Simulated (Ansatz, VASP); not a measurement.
One calculation of In, two programs

```
In
1.0
    -1.61456    1.61456    2.45710
     1.61456   -1.61456    2.45710
     1.61456    1.61456   -2.45710
In
1
Direct
  0.00000 0.00000 0.00000
```

Alike in both runs: task single point; functional PBE0; k mesh 6 × 6 × 6; occupations fermi-dirac, width 0.05 eV; no spin polarisation.

|  | VASP | Ansatz |
| --- | --- | --- |
| version | VASP 6.6.1 | Ansatz 0.2.0 |
| potentials or method | VASP PAW PBE potentials, release 64 (In_d) | Ansatz PAW |
| plane-wave cutoff (eV) | 520 | 420 |
| valence electrons in the cell | 13 | 13 |

```tsv
	VASP	Ansatz	Ansatz less VASP
gap on the k mesh at the Fermi level (eV)	none	none	-
pressure (GPa)	-0.2	0.5	+0.64
traceless stress, the component that is largest in VASP (GPa)	-3.07	-3.15	-0.084
```

A gap of «none» marks a metal or a gap that the smearing closes.

The k mesh is coarse, so the values compare programs but aren't converged.
